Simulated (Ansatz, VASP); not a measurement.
# NaF: VASP beside Ansatz

```
CELL_PARAMETERS angstrom
0.00000 2.35050 2.35050
2.35050 0.00000 2.35050
2.35050 2.35050 0.00000
ATOMIC_POSITIONS crystal
Na 0.50000 0.50000 0.50000
F 0.00000 0.00000 0.00000
```

Alike in both runs: functional PBE; k mesh 8 × 8 × 8; no spin polarisation.

Ansatz relaxed the structure, and its values are those at the end. VASP's run is a single point on that final structure, the one shown.

```csv
,VASP,Ansatz
version,VASP 6.6.1,Ansatz 0.2.0
potentials or method,"VASP PAW PBE potentials, release 64 (Na_pv, F), cutoff 600 eV","scalar-relativistic, plane waves, PAW"
occupations,"gaussian, width 0.01 eV",fixed
valence electrons in the cell,14,16
```

|  | VASP | Ansatz | Ansatz less VASP |
| --- | --- | --- | --- |
| gap on the k mesh at the Fermi level (eV) | 6.07 | 6.09 | +0.013 |
| least direct gap on the mesh (eV) | 6.07 | 6.09 | +0.013 |
| pressure (GPa) | -0.3 | 0.0 | +0.26 |

VASP's potentials hold 14 valence electrons a cell and Ansatz's 16, so a difference there can come from the potentials and not from the codes.
